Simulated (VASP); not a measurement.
# CaSe (Fm-3m) in VASP: a series of runs

The runs below take CaSe through single point, with LDA.

All numbers are computed with VASP 6.6.1; they aren't measurements. Logs are shortened: lines on timing, memory, paths and dates and some standing lists are left out, and cuts for length are marked.

**1. The cell of the first run**

Symmetry: Fm-3m, No. 225, cubic system. The conventional cell has a = 5.912 Å, b = 5.912 Å, c = 5.912 Å, α = 90.00°, β = 90.00°, γ = 90.00°. Ca (site symmetry m-3m) has 6 Se at 2.96 Å within 3.9 Å. Within 3.9 Å of Se (site symmetry m-3m) lie 6 Ca at 2.96 Å.

**2. Single point, LDA**

INCAR reads:

```
PREC     = Accurate       # precision mode
ENCUT    = 520            # plane-wave cutoff, eV
EDIFF    = 1E-7           # SCF threshold, eV
ISMEAR   = 0              # smearing method
SIGMA    = 0.05           # smearing width, eV
LREAL    = F              # projectors in reciprocal space
LASPH    = T              # aspherical terms in the spheres
NELM     = 80             # most SCF steps
ALGO     = Normal         # electronic algorithm
ISIF     = 2              # what is computed and relaxed
LWAVE    = F              # write WAVECAR
LCHARG   = F              # write CHGCAR
GGA      = CA             # functional
NBANDS   = 15             # bands
```

KPOINTS reads:

```
Automatic mesh
0
Gamma
  8 8 8
```

POSCAR reads:

```
CaSe
1.0
    0.0000000000      2.9560000000      2.9560000000
    2.9560000000      0.0000000000      2.9560000000
    2.9560000000      2.9560000000      0.0000000000
Ca Se
1 1
Direct
    0.0000000000      0.0000000000      0.0000000000
    0.5000000000      0.5000000000      0.5000000000
```

Potentials or basis: VASP PAW LDA potentials, release 64 (Ca_sv, Se).

Started as:

```console
cat potpaw_LDA.64/Ca_sv/POTCAR potpaw_LDA.64/Se/POTCAR > POTCAR
mpirun -np 1 vasp_std > vasp.out
```

OUTCAR:

```text
PREC = Accurate
   ENCUT = 520
   EDIFF = 1E-7
   ISMEAR = 0
   LREAL = F
   LASPH = T
   NELM = 80
   ISIF = 2
   GGA = CA

 ion  position               nearest neighbor table
   1  0.000  0.000  0.000-   2 2.96   2 2.96   2 2.96   2 2.96   2 2.96   2 2.96
   2  0.500  0.500  0.500-   1 2.96   1 2.96   1 2.96   1 2.96   1 2.96   1 2.96

  LATTYP: Found a face centered cubic cell.
 ALAT       =     5.9120000000

  Lattice vectors:

 A1 = (   0.0000000000,   2.9560000000,   2.9560000000)
 A2 = (   2.9560000000,   0.0000000000,   2.9560000000)
 A3 = (   2.9560000000,   2.9560000000,   0.0000000000)

Analysis of symmetry for initial positions (statically):
=====================================================================
 Subroutine PRICEL returns:
 Original cell was already a primitive cell.

 Routine SETGRP: Setting up the symmetry group for a
 face centered cubic supercell.

 Subroutine GETGRP returns: Found 48 space group operations
 (whereof 48 operations were pure point group operations)
 out of a pool of 48 trial point group operations.

The static configuration has the point symmetry O_h .

Analysis of symmetry for dynamics (positions and initial velocities):
=====================================================================
 Subroutine PRICEL returns:
 Original cell was already a primitive cell.

 Routine SETGRP: Setting up the symmetry group for a
 face centered cubic supercell.

 Subroutine GETGRP returns: Found 48 space group operations
 (whereof 48 operations were pure point group operations)
 out of a pool of 48 trial point group operations.

The dynamic configuration has the point symmetry O_h .

 Subroutine INISYM returns: Found 48 space group operations
 (whereof 48 operations are pure point group operations),
 and found     1 'primitive' translations

----------------------------------------------------------------------------------------

                                     Primitive cell

  volume of cell :      51.6587

  direct lattice vectors                    reciprocal lattice vectors
     0.000000000  2.956000000  2.956000000    -0.169147497  0.169147497  0.169147497
     2.956000000  0.000000000  2.956000000     0.169147497 -0.169147497  0.169147497
     2.956000000  2.956000000  0.000000000     0.169147497  0.169147497 -0.169147497

  length of vectors
     4.180415290  4.180415290  4.180415290     0.292972058  0.292972058  0.292972058

  position of ions in fractional coordinates (direct lattice)
     0.000000000  0.000000000  0.000000000
     0.500000000  0.500000000  0.500000000

  ion indices of the primitive-cell ions
   primitive index   ion index
                 1           1
                 2           2

----------------------------------------------------------------------------------------

 KPOINTS: Automatic mesh

Automatic generation of k-mesh.
 Grid dimensions read from file:
 generate k-points for:    8    8    8

 Generating k-lattice:

  Cartesian coordinates                     Fractional coordinates (reciprocal lattice)
    -0.021143437  0.021143437  0.021143437     0.125000000  0.000000000  0.000000000
     0.021143437 -0.021143437  0.021143437     0.000000000  0.125000000  0.000000000
     0.021143437  0.021143437 -0.021143437     0.000000000  0.000000000  0.125000000

  Length of vectors
     0.036621507  0.036621507  0.036621507

  Shift w.r.t. Gamma in fractional coordinates (k-lattice)
     0.000000000  0.000000000  0.000000000

 Subroutine IBZKPT returns following result:
 ===========================================

 Found     29 irreducible k-points:

 Following reciprocal coordinates:
            Coordinates               Weight
  0.000000  0.000000  0.000000      1.000000
  0.125000  0.000000  0.000000      8.000000
  0.250000  0.000000  0.000000      8.000000
  0.375000  0.000000  0.000000      8.000000
  0.500000  0.000000  0.000000      4.000000
  0.125000  0.125000  0.000000      6.000000
[... 16 lines left out ...]
  0.500000  0.250000  0.125000     48.000000
 -0.375000  0.250000  0.125000     24.000000
 [... further k-points ...]
   k-points           NKPTS =     29   k-points in BZ     NKDIM =     29   number of bands    NBANDS=     15
   number of dos      NEDOS =    301   number of ions     NIONS =      2
   total plane-waves  NPLWV =  32768
   dimension x,y,z NGX =    32 NGY =   32 NGZ =   32
   dimension x,y,z NGXF=    64 NGYF=   64 NGZF=   64
   ions per type =               1   1
   NGX,Y,Z   is equivalent  to a cutoff of  12.73, 12.73, 12.73 a.u.
   NGXF,Y,Z  is equivalent  to a cutoff of  25.45, 25.45, 25.45 a.u.
 SYSTEM =  unknown system
   PREC   = accura    normal or accurate (medium, high low for compatibility)
   ISTART =      0    job   : 0-new  1-cont  2-samecut
   ICHARG =      2    charge: 1-file 2-atom 10-const
   ISPIN  =      1    spin polarized calculation?
   LNONCOLLINEAR =      F non collinear calculations
   LSORBIT =      F    spin-orbit coupling
   LASPH  =      T    aspherical Exc in radial PAW
   ENCUT  =  520.0 eV  38.22 Ry    6.18 a.u.   7.77  7.77  7.77*2*pi/ulx,y,z
   NELM   =     80;   NELMIN=  2; NELMDL= -5     # of ELM steps
   EDIFF  = 0.1E-06   stopping-criterion for ELM
   LREAL  =      F    real-space projection
   EDIFFG = 0.1E-05   stopping-criterion for IOM
   NSW    =      0    number of steps for IOM
   IBRION =     -1    ionic relax: 0-MD 1-quasi-New 2-CG
   NFREE  =      0    steps in history (QN), initial steepest desc. (CG)
   ISIF   =      2    stress and relaxation
   ISYM   =      2    0-nonsym 1-usesym 2-fastsym
   POTIM  = 0.5000    time-step for ionic-motion
   TEBEG  =    0.0;   TEEND  =   0.0 temperature during run
   PSTRESS=    0.0 pullay stress
   NELECT =      16.0000    total number of electrons
   NUPDOWN=      -1.0000    fix difference up-down
   EMIN   =  10.00;   EMAX   =-10.00  energy-range for DOS
   EFERMI =   0.00;   METHOD = LEGACY
   ISMEAR =     0;   SIGMA  =   0.05  broadening in eV -4-tet -1-fermi 0-gaus
   EFERMI_NEDOS =   21; number of points for ismear=-14 and -15
   IALGO  =     38    algorithm
   IMIX   =      4    mixing-type and parameters
     AMIX     =   0.40;   BMIX     =  1.00
     AMIX_MAG =   1.60;   BMIX_MAG =  1.00
  volume/ion in A,a.u.               =      25.83       174.30
  Fermi-wavevector in a.u.,A,eV,Ry     =   1.107645  2.093145 16.692666  1.226876
  Thomas-Fermi vector in A             =   2.244161
   LORBIT       =      0    0 simple, 1 ext, 2 COOP (PROOUT), +10 PAW based schemes
   GGA     = CA    functional components
   LHFCALC =     F    Hartree Fock is set to
   AEXX    =    0.0000 exact exchange contribution
   IVDW    =     0    specifies the selected vdW correction
   LEPSILON=     F    determine dielectric tensor
   LRPA    =     F    only Hartree local field effects (RPA)
 non-spin polarized calculation
 Gauss-broadening in eV      SIGMA  =   0.05
  energy-cutoff  :      520.00
  volume of cell :       51.66
 maximum number of plane-waves:      1411
   NGX = 15   NGY = 15   NGZ = 15

 number of electron      15.9999999 magnetization

 Free energy of the ion-electron system (eV)
  ---------------------------------------------------
  ext. energy  EPLUGINS =         0.00000000
  ---------------------------------------------------
  free energy    TOTEN  =       -10.55719627 eV

  energy without entropy =      -10.55719627  energy(sigma->0) =      -10.55719627

 E-fermi :   2.7056     XC(G=0):  -9.5036

 val. band max:        2.3603015111   @ k =   0.0000   0.0000   0.0000
 cond. band min:       4.2196946248   @ k =   0.5000   0.5000   0.0000
 fundamental gap:      1.8593931137
 Fermi energy:         2.7056285161

 k-point     1 :       0.0000    0.0000    0.0000
  band No.  band energies     occupation
      1     -36.9124      2.00000
      2     -18.2036      2.00000
      3     -18.2036      2.00000
      4     -18.2036      2.00000
      5      -9.4841      2.00000
      6       2.3603      2.00000
      7       2.3603      2.00000
      8       2.3603      2.00000
      9       5.4739      0.00000
     10       5.9047      0.00000
     11       5.9047      0.00000
     12       5.9047      0.00000
     13       6.5156      0.00000
     14       6.5156      0.00000
     15      11.9343      0.00000

 k-point     2 :       0.1250    0.0000    0.0000
  band No.  band energies     occupation
      1     -36.9113      2.00000
      2     -18.2221      2.00000
      3     -18.2048      2.00000
      4     -18.2048      2.00000
      5      -9.3895      2.00000
      6       1.5605      2.00000
      7       2.1103      2.00000
      8       2.1103      2.00000
      9       5.7892      0.00000
     10       6.1192      0.00000
     11       6.1192      0.00000
     12       6.5045      0.00000
     13       6.9302      0.00000
     14       6.9302      0.00000
     15      12.1299      0.00000

 k-point     3 :       0.2500    0.0000    0.0000
  band No.  band energies     occupation
      1     -36.9087      2.00000
      2     -18.2661      2.00000
      3     -18.2078      2.00000
      4     -18.2078      2.00000
      5      -9.1495      2.00000
      6       0.3016      2.00000
      7       1.6354      2.00000
      8       1.6354      2.00000
      9       5.9179      0.00000
     10       6.6403      0.00000
     11       6.6403      0.00000
     12       7.9346      0.00000
     13       7.9365      0.00000
     14       7.9365      0.00000
     15      11.6554      0.00000

 k-point     4 :       0.3750    0.0000    0.0000
  band No.  band energies     occupation
      1     -36.9060      2.00000
      2     -18.3093      2.00000
      3     -18.2107      2.00000
      4     -18.2107      2.00000
      5      -8.8893      2.00000
      6      -0.6418      2.00000
      7       1.2629      2.00000
      8       1.2629      2.00000
      9       6.3047      0.00000
     10       7.3184      0.00000
     11       7.3184      0.00000
     12       8.2009      0.00000
     13       9.0464      0.00000
     14       9.0464      0.00000
     15      11.2838      0.00000
[... 307 lines left out ...]
 k-point    22 :       0.3750    0.2500    0.1250
  band No.  band energies     occupation
      1     -36.9067      2.00000
      2     -18.2726      2.00000
      3     -18.2277      2.00000
      4     -18.2131      2.00000
      5      -9.0291      2.00000
      6      -0.0101      2.00000
      7       1.3781      2.00000
      8       1.4308      2.00000
      9       5.6249      0.00000
     10       6.8882      0.00000
     11       7.3815      0.00000
     12       7.4038      0.00000
     13       8.0668      0.00000
     14       9.8334      0.00000
     15      10.8539      0.00000

 k-point    23 :       0.5000    0.2500    0.1250
  band No.  band energies     occupation
      1     -36.9046      2.00000
      2     -18.2942      2.00000
      3     -18.2369      2.00000
      4     -18.2183      2.00000
      5      -8.8631      2.00000
      6      -0.3852      2.00000
      7       0.8938      2.00000
      8       1.1843      2.00000
      9       6.0968      0.00000
     10       7.4267      0.00000
     11       7.7170      0.00000
     12       7.8875      0.00000
     13       8.3705      0.00000
     14      10.0085      0.00000
     15      10.2892      0.00000

 k-point    24 :      -0.3750    0.2500    0.1250
  band No.  band energies     occupation
      1     -36.9037      2.00000
      2     -18.3037      2.00000
      3     -18.2389      2.00000
      4     -18.2217      2.00000
      5      -8.7919      2.00000
      6      -0.5266      2.00000
      7       0.6986      2.00000
      8       1.0930      2.00000
      9       6.6904      0.00000
     10       6.9657      0.00000
     11       7.9344      0.00000
     12       8.2305      0.00000
     13       8.5943      0.00000
     14       9.4865      0.00000
     15      10.8532      0.00000

 [... further k-points ...]
[... 5 lines left out ...]
  --------------------------------------------------------------------------------------
  -------------------------------------------------------------------------------------
  Total       -0.9346722     -0.9346722     -0.9346722     -0.0000000      0.0000000      0.0000000
  in kB      -28.9885603    -28.9885603    -28.9885603     -0.0000000      0.0000000      0.0000000
  external PRESSURE =     -28.9885603 kB  Pullay stress =       0.0000000 kB

 VOLUME and BASIS-vectors are now :
 -----------------------------------------------------------------------------
  energy-cutoff  :      520.00
  volume of cell :       51.66
      direct lattice vectors                 reciprocal lattice vectors
     0.000000000  2.956000000  2.956000000    -0.169147497  0.169147497  0.169147497
     2.956000000  0.000000000  2.956000000     0.169147497 -0.169147497  0.169147497
     2.956000000  2.956000000  0.000000000     0.169147497  0.169147497 -0.169147497

 POSITION                                       TOTAL-FORCE (eV/Angst)
 -----------------------------------------------------------------------------------
      0.00000      0.00000      0.00000        -0.000000      0.000000      0.000000
      2.95600      2.95600      2.95600         0.000000     -0.000000     -0.000000
 -----------------------------------------------------------------------------------
    total drift:                                0.000000     -0.000000     -0.000000

  FREE ENERGIE OF THE ION-ELECTRON SYSTEM (eV)
  ---------------------------------------------------
  free  energy   TOTEN  =       -10.5571962675 eV

  energy  without entropy=      -10.5571962675  energy(sigma->0) =      -10.55719627
```

It took 29 s on 1 thread of Intel Xeon 8259CL, shared host; peak memory 0.16 GiB.

Results:

* Free energy: -10.5572 eV
* Pressure: -2.9 GPa
* Band gap on the k mesh: 1.86 eV (least direct gap 2.80 eV)

Levels at points of the mesh, in eV from the valence-band top:
```tsv
k point	band 6	band 7	band 8	band 9	band 10	band 11
(0.00, 0.00, 0.00)	0.00	0.00	0.00	3.11	3.54	3.54
(0.50, 0.00, 0.00)	-3.35	-1.23	-1.23	4.37	5.33	5.35
(0.50, 0.50, 0.00)	-2.55	-0.94	-0.94	1.86	4.85	4.93
```

A k mesh can miss the band edges. A hybrid or GW would open this gap; LDA tends to underestimate it.

**3. Single point, LDA**

INCAR reads:

```
SYSTEM = CaSe
  ALGO = Normal
  EDIFF = 1E-6
  ENCUT = 520
  ISIF = 2
  ISMEAR = 0
  LASPH = .True.
  LCHARG = .False.
  LREAL = .False.
  LWAVE = .False.
  NBANDS = 15
  NELM = 100
  PREC = Accurate
  SIGMA = 0.05
```

KPOINTS reads:

```
k-points
0
Gamma
  10 10 10
  0 0 0
```

POSCAR is that of step 2.

Potentials or basis: VASP PAW LDA potentials, release 64 (Ca_sv, Se).

Started as:

```console
cat potpaw_LDA.64/Ca_sv/POTCAR potpaw_LDA.64/Se/POTCAR > POTCAR
mpirun -np 1 vasp_std > vasp.out
```

Wall time 42 s (1 thread of Intel Xeon 8259CL, shared host); peak memory 0.18 GiB.

The run converged. Its results:

```
Free energy            : -10.5573 eV
Pressure               : -2.9 GPa
Band gap on the k mesh : 1.86 eV (least direct gap 2.80 eV)
```

Levels at points of the mesh, in eV from the valence-band top:
```csv
k point,band 4,band 5,band 6,band 7,band 8,band 9,band 10,band 11,band 12,band 13
"(0.00, 0.00, 0.00)",-20.56,-11.84,0.00,0.00,0.00,3.11,3.55,3.55,3.55,4.16
"(0.50, 0.00, 0.00)",-20.57,-11.13,-3.35,-1.23,-1.23,4.38,5.33,5.35,5.35,7.44
"(0.50, 0.50, 0.00)",-20.60,-11.26,-2.55,-0.94,-0.94,1.86,4.85,4.93,5.90,5.90
```

A k mesh can miss the band edges. As with any semilocal functional, this LDA gap is likely too small.
